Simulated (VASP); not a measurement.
W: single point with r2SCAN

W:

```xyz
1
Lattice="-1.5500 1.5500 1.5500 1.5500 -1.5500 1.5500 1.5500 1.5500 -1.5500" Properties=species:S:1:pos:R:3 pbc="T T T"
W     0.0000    0.0000    0.0000
```

```
Program             : VASP 6.6.1
Task                : single point
Functional          : r2SCAN
Potentials or basis : VASP PAW PBE potentials, release 64 (W_sv)
Cutoff              : 520 eV
k mesh              : 12 × 12 × 12
Occupations         : fermi-dirac, width 0.05 eV
Spin                : no spin polarisation
```

The pressure is 25.7 GPa. The band gap on the k mesh is zero (band 7 reaches 18.03 eV, above the bottom of band 8 at 10.82 eV).

Levels at points of the mesh, in eV from the Fermi level:
```
           k point  band 4  band 5  band 6  band 7  band 8  band 9  band 10  band 11
(0.00, 0.00, 0.00)  -38.70  -10.39   -1.31   -1.31   -1.31    2.79     2.79    15.47
(0.50, 0.00, 0.00)  -38.72   -6.91   -3.99    0.87    2.67    3.81     7.01    12.32
(0.50, 0.50, 0.50)  -39.86   -6.49   -6.49    5.90    5.90    5.90     9.18     9.18
```

Wall time 21 s on 1 thread of Intel(R) Xeon(R) 6975P-C (Granite Rapids), with other jobs on the host, peak memory 0.13 GiB.

Caveat: the PAW data sets were made with another functional, which shifts forces and pressure a little; spin-orbit coupling is left out, which moves the levels of the heavy elements.
